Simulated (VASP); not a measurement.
Here is a VASP 6.6.1 calculation.

File INCAR:

```
ALGO = Normal
EDIFF = 1E-6
ENCUT = 500
GGA = PE
GGA_COMPAT = F
ISIF = 2
ISMEAR = -1
LASPH = T
LCHARG = F
LREAL = F
LWAVE = F
NBANDS = 10
NELM = 120
PREC = Accurate
SIGMA = 0.1
```

KPOINTS

```
k-points
0
Gamma
  16 16 16
```

Contents of POSCAR:

```
Ir
1.0
   -1.5347420318      1.5347420318      1.5347420318
    1.5347420318     -1.5347420318      1.5347420318
    1.5347420318      1.5347420318     -1.5347420318
Ir
1
Direct
    0.0000000000      0.0000000000      0.0000000000
```

Potentials or basis: VASP PAW PBE potentials, release 64 (Ir).

The run is started by

```sh
$ cat potpaw_PBE.64/Ir/POTCAR > POTCAR
$ mpirun -np 1 vasp_std > vasp.out
```

Predict the pressure.

14.6 GPa.
